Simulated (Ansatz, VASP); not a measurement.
## Ba2LuOsAu6 in VASP and in Ansatz

The input INCAR:

```
ALGO     = Normal         # electronic algorithm
EDIFF    = 1E-6           # SCF threshold, eV
ENCUT    = 600            # plane-wave cutoff, eV
GGA      = PE             # functional
GGA_COMPAT= F            
ISIF     = 2              # what is computed and relaxed
ISMEAR   = -1             # smearing method
LASPH    = T              # aspherical terms in the spheres
LCHARG   = F              # write CHGCAR
LREAL    = F              # projectors in reciprocal space
LWAVE    = F              # write WAVECAR
NBANDS   = 70             # bands
NELM     = 120            # most SCF steps
PREC     = Accurate       # precision mode
SIGMA    = 0.0614         # smearing width, eV
```

File KPOINTS:

```
k-points
0
Gamma
  6 6 6
```

The input POSCAR:

```
Ba2LuOsAu6
1.0
    0.0000000000      4.7422040000      4.7422040000
    4.7422040000      0.0000000000      4.7422040000
    4.7422040000      4.7422040000      0.0000000000
Lu Au Os Ba
1 6 1 2
Direct
    0.0000000000      0.0000000000      0.0000000000
    0.7369000000      0.2631000000      0.2631000000
    0.2631000000      0.7369000000      0.2631000000
    0.2631000000      0.7369000000      0.7369000000
    0.7369000000      0.2631000000      0.7369000000
    0.2631000000      0.2631000000      0.7369000000
    0.7369000000      0.7369000000      0.2631000000
    0.5000000000      0.5000000000      0.5000000000
    0.2500000000      0.2500000000      0.2500000000
    0.7500000000      0.7500000000      0.7500000000
```

Input for Ansatz:

```yaml
crystal:
  lattice:
    - [0.0, 4.742204, 4.742204]
    - [4.742204, 0.0, 4.742204]
    - [4.742204, 4.742204, 0.0]
  atoms:
    - { symbol: Lu, position: [0.0, 0.0, 0.0] }
    - { symbol: Au, position: [0.7369, 0.2631, 0.2631] }
    - { symbol: Au, position: [0.2631, 0.7369, 0.2631] }
    - { symbol: Au, position: [0.2631, 0.7369, 0.7369] }
    - { symbol: Au, position: [0.7369, 0.2631, 0.7369] }
    - { symbol: Au, position: [0.2631, 0.2631, 0.7369] }
    - { symbol: Au, position: [0.7369, 0.7369, 0.2631] }
    - { symbol: Os, position: [0.5, 0.5, 0.5] }
    - { symbol: Ba, position: [0.25, 0.25, 0.25] }
    - { symbol: Ba, position: [0.75, 0.75, 0.75] }
  symmetry: { tolerance: 0.0003 }
kpoints:
  mp_grid: { grid: [6, 6, 6], shift: [0, 0, 0] }
  band_path:
    path:
      - [0.0, 0.0, 0.0]
      - [0.5, 0.0, 0.5]
      - [0.625, 0.25, 0.625]
      - [0.375, 0.375, 0.75]
      - [0.0, 0.0, 0.0]
      - [0.5, 0.5, 0.5]
      - [0.5, 0.25, 0.75]
      - [0.5, 0.0, 0.5]
    npoints: 8
magnetization:
  spin_polarized: false
scf:
  occupations: { method: fermi_dirac, width: 0.0614 }
  lower_state_search: "off"
  max_iter: 200
hamiltonian:
  pseudopotentials: { kind: paw }
  xc: pbe
basis:
  ecutwfc: 420
  fft_grid_basis: typed
output:
  forces: true
  stress: true
  eigenvalues: true
  bader: true
  populations: true
  elf: true
  write_potential: true
  volumetric_format: npy
  dos:
    e_range: [-12, 8]
    de: 0.05
    projected: { site_lists: { Au: [Au], Ba: [Ba], Lu: [Lu], Os: [Os] } }
checkpoint:
  read: saved_state
```

Alike in both runs: task single point; functional PBE; k mesh 6 × 6 × 6; occupations fermi-dirac, width 0.0614 eV; no spin polarisation.

|  | VASP | Ansatz |
| --- | --- | --- |
| version | VASP 6.6.1 | Ansatz 0.2.0 |
| potentials or method | VASP PAW PBE potentials, release 64 (Lu, Au, Os, Ba_sv), cutoff 600 eV | PAW plane waves |
| valence electrons in the cell | 119 | 175 |

VASP gave:

```
rms of the force components (eV/Å) : 2.327
```

Task: Which values does Ansatz return?

Result: rms of the force components (eV/Å): 2.395.

Atom by atom the forces differ by 0.068 eV/Å (rms over components). VASP's potentials hold 119 valence electrons a cell and Ansatz's 175, so a difference there can come from the potentials and not from the codes.

Spin-orbit coupling is off throughout.
